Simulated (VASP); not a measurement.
# Al (P6_3/mmc) in VASP: further runs, part 2 of 2

VASP 6.6.1.

## 4. Single point, r2SCAN (strain -0.025 along x and y, +0.025 along z)

POSCAR

```
Al
1.0
    2.7421439677      0.0000000000      0.0000000000
   -1.3710719838      2.3747663369      0.0000000000
    0.0000000000      0.0000000000      4.9885212500
Al
2
Direct
    0.6666666667      0.3333333333      0.7500000000
    0.3333333333      0.6666666667      0.2500000000
```

INCAR.step1

```
SYSTEM = Al
ALGO = Normal
EDIFF = 1E-4
ENCUT = 520
GGA = PE
ISMEAR = 0
LASPH = .TRUE.
LCHARG = .FALSE.
LREAL = .FALSE.
LWAVE = .TRUE.
NBANDS = 10
NELM = 60
PREC = Accurate
SIGMA = 0.15
```

INCAR.step2

```
SYSTEM = Al
ALGO = Normal
EDIFF = 1E-6
ENCUT = 520
ISIF = 2
ISMEAR = 0
ISTART = 1
LASPH = .TRUE.
LCHARG = .TRUE.
LELF = .TRUE.
LMIXTAU = .TRUE.
LREAL = .FALSE.
LVHAR = .TRUE.
LWAVE = .FALSE.
METAGGA = R2SCAN
NBANDS = 10
NELM = 60
PREC = Accurate
SIGMA = 0.15
```

KPOINTS

```
k-points
0
G
  18 18 10
  0 0 0
```

Potentials or basis: VASP PAW PBE potentials, release 64 (Al).

Started as:

```sh
cat potpaw_PBE.64/Al/POTCAR > POTCAR
cp INCAR.step1 INCAR
mpirun -np 1 vasp_std > vasp.out
cp INCAR.step2 INCAR
mpirun -np 1 vasp_std > vasp.out
```

OUTCAR:

```text
SYSTEM = Al
   EDIFF = 1E-6
   ENCUT = 520
   ISIF = 2
   ISMEAR = 0
   ISTART = 1
   LASPH = .TRUE.
   LREAL = .FALSE.
   METAGGA = R2SCAN
   NELM = 60
   PREC = Accurate

 ion  position               nearest neighbor table
   1  0.667  0.333  0.750-   2 2.95   2 2.95   2 2.95   2 2.95   2 2.95   2 2.95
   2  0.333  0.667  0.250-   1 2.95   1 2.95   1 2.95   1 2.95   1 2.95   1 2.95

  LATTYP: Found a hexagonal cell.
 ALAT       =     2.7421439677
 C/A-ratio  =     1.8192047204

  Lattice vectors:

 A1 = (   2.7421439677,   0.0000000000,   0.0000000000)
 A2 = (  -1.3710719838,   2.3747663369,   0.0000000000)
 A3 = (   0.0000000000,   0.0000000000,   4.9885212500)

Analysis of symmetry for initial positions (statically):
=====================================================================
 Subroutine PRICEL returns:
 Original cell was already a primitive cell.

 Routine SETGRP: Setting up the symmetry group for a
 hexagonal supercell.

 Subroutine GETGRP returns: Found 24 space group operations
 (whereof 12 operations were pure point group operations)
 out of a pool of 24 trial point group operations.

The static configuration has the point symmetry D_3d.
[... 165 lines left out ...]
 val. band max:        8.1088013078   @ k =   0.3889   0.1667   0.2000
 cond. band min:       8.1567032966   @ k =   0.0000   0.0000   0.4000
 fundamental gap:      0.0479019888
 Fermi energy:         8.1469571876

 k-point     1 :       0.0000    0.0000    0.0000
  band No.  band energies     occupation
      1      -3.7886      2.00000
      2       2.2649      2.00000
      3       2.5570      2.00000
      4      19.0331      0.00000
      5      20.1293      0.00000
      6      21.3616      0.00000
      7      21.3616      0.00000
      8      21.5359      0.00000
      9      21.5359      0.00000
     10      24.9524      0.00000
[... 287 lines left out ...]
 k-point    24 :       0.3889    0.1111    0.0000
  band No.  band energies     occupation
      1       1.8498      2.00000
      2       4.6998      2.00000
      3       7.8653      1.99208
      4       7.9865      1.86963
      5      10.4016      0.00000
      6      10.9994      0.00000
      7      12.9858      0.00000
      8      17.8770      0.00000
      9      18.3482      0.00000
     10      20.8337      0.00000

 [... further k-points ...]
[... 5 lines left out ...]
  --------------------------------------------------------------------------------------
  -------------------------------------------------------------------------------------
  Total        0.5425139      0.5425139     -1.2038469      0.0000000      0.0000000      0.0000000
  in kB       26.7570657     26.7570657    -59.3743515      0.0000000      0.0000000      0.0000000
  external PRESSURE =      -1.9534067 kB  Pullay stress =       0.0000000 kB

 VOLUME and BASIS-vectors are now :
 -----------------------------------------------------------------------------
  energy-cutoff  :      520.00
  volume of cell :       32.49
      direct lattice vectors                 reciprocal lattice vectors
     2.742143968  0.000000000  0.000000000     0.364678154  0.210547030  0.000000000
    -1.371071984  2.374766337  0.000000000     0.000000000  0.421094061  0.000000000
     0.000000000  0.000000000  4.988521250     0.000000000  0.000000000  0.200460207

 POSITION                                       TOTAL-FORCE (eV/Angst)
 -----------------------------------------------------------------------------------
      1.37107      0.79159      3.74139         0.000000     -0.000000      0.000000
     -0.00000      1.58318      1.24713        -0.000000      0.000000      0.000000
 -----------------------------------------------------------------------------------
    total drift:                                0.000000     -0.000000      0.000000

  FREE ENERGIE OF THE ION-ELECTRON SYSTEM (eV)
  ---------------------------------------------------
  free  energy   TOTEN  =       -13.3506554632 eV

  energy  without entropy=      -13.3426374314  energy(sigma->0) =      -13.34664645
```

OSZICAR.step1:

```text
N       E                     dE             d eps       ncg     rms          rms(c)
DAV:   1     0.755323092006E-01    0.75532E-01   -0.23080E+03  4440   0.472E+02
DAV:   2    -0.728583412065E+01   -0.73614E+01   -0.71040E+01  5964   0.546E+01
DAV:   3    -0.743279390292E+01   -0.14696E+00   -0.14490E+00  5898   0.630E+00
DAV:   4    -0.743340520170E+01   -0.61130E-03   -0.61121E-03  5268   0.462E-01
DAV:   5    -0.743341049592E+01   -0.52942E-05   -0.52944E-05  5452   0.442E-02    0.191E+00
DAV:   6    -0.740418168101E+01    0.29229E-01   -0.34965E-03  5076   0.304E-01    0.111E+00
DAV:   7    -0.738375526121E+01    0.20426E-01   -0.95401E-03  4792   0.479E-01    0.173E-01
DAV:   8    -0.738364720591E+01    0.10806E-03   -0.16719E-04  5532   0.711E-02    0.263E-02
DAV:   9    -0.738364166824E+01    0.55377E-05   -0.57249E-06  2606   0.118E-02
   1 F= -.73836417E+01 E0= -.73793693E+01  d E =-.854469E-02
```

Run time: 2.8 min. Hardware: 1 thread of Intel Xeon Platinum 8259CL at 2.50GHz (Skylake/Cascade Lake), shared host; peak memory 0.18 GiB.

Results:

```yaml
Free_energy: -13.3507 eV
Pressure: -0.2 GPa
Band_gap_on_the_k_mesh: zero (band 3 reaches 11.60 eV, above the bottom of band 4 at 5.10 eV)
```

Levels at points of the mesh, in eV from the Fermi level:
| k point | band 1 | band 2 | band 3 | band 4 | band 5 | band 6 | band 7 |
| --- | --- | --- | --- | --- | --- | --- | --- |
| (0.00, 0.00, 0.00) | -11.94 | -5.88 | -5.59 | 10.89 | 11.98 | 13.21 | 13.21 |
| (0.50, 0.00, 0.00) | -5.24 | -5.08 | 0.37 | 0.69 | 1.33 | 1.36 | 7.55 |
| (0.00, 0.00, 0.50) | -10.36 | -10.36 | 1.71 | 1.71 | 14.00 | 14.00 | 14.00 |
| (0.50, 0.00, 0.50) | -4.11 | -4.11 | -3.05 | -3.05 | 7.59 | 7.59 | 7.97 |

Caveat: the cell differs from its parent crystal (strain -0.025 along x and y, +0.025 along z); the PAW data sets were made with another functional, which shifts forces and pressure a little.

## 5. Single point, r2SCAN (strain -0.025 along x and y, +0.050 along z)

POSCAR: that of step 4 with these lines changed.

```diff
@@ -4,3 +4,3 @@
    -1.3710719838      2.3747663369      0.0000000000
-    0.0000000000      0.0000000000      4.9885212500
+    0.0000000000      0.0000000000      5.1101925000
 Al
```

INCAR.step1

```
ALGO     = Normal         # electronic algorithm
EDIFF    = 1E-4           # SCF threshold, eV
ENCUT    = 520            # plane-wave cutoff, eV
GGA      = PE             # functional
ISMEAR   = 0              # smearing method
LASPH    = True           # aspherical terms in the spheres
LCHARG   = False          # write CHGCAR
LREAL    = False          # projectors in reciprocal space
LWAVE    = True           # write WAVECAR
NBANDS   = 10             # bands
NELM     = 80             # most SCF steps
PREC     = Accurate       # precision mode
SIGMA    = 0.15           # smearing width, eV
```

INCAR.step2

```
ALGO     = Normal         # electronic algorithm
EDIFF    = 1E-7           # SCF threshold, eV
ENCUT    = 520            # plane-wave cutoff, eV
ISIF     = 2              # what is computed and relaxed
ISMEAR   = 0              # smearing method
ISTART   = 1            
LASPH    = True           # aspherical terms in the spheres
LCHARG   = True           # write CHGCAR
LELF     = True           # ELF
LMIXTAU  = True         
LREAL    = False          # projectors in reciprocal space
LVHAR    = True         
LWAVE    = False          # write WAVECAR
METAGGA  = R2SCAN         # meta-GGA
NBANDS   = 10             # bands
NELM     = 80             # most SCF steps
PREC     = Accurate       # precision mode
SIGMA    = 0.15           # smearing width, eV
```

KPOINTS

```
k-points
0
Gamma
  18 18 10
```

Started as:

```sh
cat potpaw_PBE.64/Al/POTCAR > POTCAR
cp INCAR.step1 INCAR
mpirun -np 1 vasp_std > vasp.out
cp INCAR.step2 INCAR
mpirun -np 1 vasp_std > vasp.out
```

It took 3 min on 1 thread of Intel Xeon Platinum 8259CL at 2.50GHz (Skylake/Cascade Lake), shared host; peak memory 0.18 GiB.

It converged, with:

```yaml
Free_energy: -13.3166 eV
Pressure: -1.5 GPa
Band_gap_on_the_k_mesh: zero (band 3 reaches 11.02 eV, above the bottom of band 4 at 4.94 eV)
```

Stress tensor (GPa, compression positive):
```
 1.64  0.00  0.00
 0.00  1.64  0.00
 0.00  0.00 -7.80
```

Levels at points of the mesh, in eV from the Fermi level:
```csv
k point,band 1,band 2,band 3,band 4,band 5,band 6,band 7
"(0.00, 0.00, 0.00)",-11.75,-6.11,-5.55,10.29,11.00,13.39,13.39
"(0.50, 0.00, 0.00)",-5.06,-4.89,0.15,0.75,1.13,1.43,7.75
"(0.00, 0.00, 0.50)",-10.25,-10.25,1.30,1.30,14.15,14.15,14.15
"(0.50, 0.00, 0.50)",-3.99,-3.99,-2.94,-2.94,7.40,7.40,7.54
```

Caveat: the cell differs from its parent crystal (strain -0.025 along x and y, +0.050 along z); the PAW data sets were made with another functional, which shifts forces and pressure a little.

## 6. Overview

| cell | gap on the mesh (eV) | pressure (GPa) |
| --- | --- | --- |
| a = 2.742, b = 2.742, c = 4.867 Å, angles 90.0, 90.0, 120.0°, 2 atoms | none | 1.4 |
| a = 2.812, b = 2.812, c = 4.745 Å, angles 90.0, 90.0, 120.0°, 2 atoms | none | -1.5 |
| a = 2.742, b = 2.742, c = 4.989 Å, angles 90.0, 90.0, 120.0°, 2 atoms | none | -0.2 |
| a = 2.742, b = 2.742, c = 5.110 Å, angles 90.0, 90.0, 120.0°, 2 atoms | none | -1.5 |

Alike in all rows: task single point; level r2SCAN; potentials or basis VASP PAW PBE potentials, release 64 (Al); no spin polarisation; k mesh 18 × 18 × 10; cutoff (eV) 520; smearing gaussian 0.15 eV.

Caveats: the PAW data sets were made with another functional, which shifts forces and pressure a little.

Total energies depend on the potentials used, so only differences within one code and one set of settings carry meaning.
